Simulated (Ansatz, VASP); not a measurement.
Two plane-wave programs on BAs

```
B As
1.0
     0.00000    2.38850    2.36462
     2.38850    0.00000    2.36462
     2.38850    2.38850    0.00000
B As
1 1
Direct
  0.00000 0.00000 0.00000
  0.25000 0.25000 0.25000
```

Change from the starting cell: z stretched by -1 %, ions relaxed.

Alike in both runs: functional PBE; k mesh 16 × 16 × 16; occupations fermi-dirac, width 0.02 eV; no spin polarisation.

Ansatz relaxed the structure, and its values are those at the end. VASP's run is a single point on that final structure, the one shown.

```csv
,VASP,Ansatz
version,VASP 6.6.1,Ansatz 0.2.0
potentials or method,"VASP PAW PBE potentials, release 64 (B, As)","plane-wave PAW, scalar-relativistic"
plane-wave cutoff (eV),520,420
valence electrons in the cell,8,18
```

```csv
,VASP,Ansatz,Ansatz less VASP
gap on the k mesh at the Fermi level (eV),1.03,1.04,+0.008
pressure (GPa),4.9,4.2,-0.69
```

VASP's potentials hold 8 valence electrons a cell and Ansatz's 18, so a difference there can come from the potentials and not from the codes. Ansatz's warnings: stress scf threshold loose.
